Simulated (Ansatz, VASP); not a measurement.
## Two plane-wave programs on AgCl

```xyz
2
Lattice="0.0000 2.7727 2.7727 2.7727 0.0000 2.7727 2.7727 2.7727 0.0000" Properties=species:S:1:pos:R:3 pbc="T T T"
Ag    0.0000    0.0000    0.0000
Cl    2.7727    2.7727    2.7727
```

Alike in both runs: task single point; functional PBE; k mesh 4 × 4 × 4; occupations gaussian, width 0.1 eV; non-collinear spin, spin-orbit coupling.

|  | VASP | Ansatz |
| --- | --- | --- |
| version | VASP 6.6.1 | Ansatz 0.2.0 |
| potentials or method | VASP PAW PBE potentials, release 64 (Ag, Cl), cutoff 500 eV | plane waves, PAW |
| valence electrons in the cell | 18 | 26 |

Ansatz gave:

* pressure (GPa): 1.8
* net moment per atom (μB): 0.00

Q: What did VASP give for the same quantities?

A: Pressure (GPa): 1.6; net moment per atom (μB): 0.00.

VASP's potentials hold 18 valence electrons a cell and Ansatz's 26, so a difference there can come from the potentials and not from the codes.

The k mesh is coarse, so the values compare programs but aren't converged.
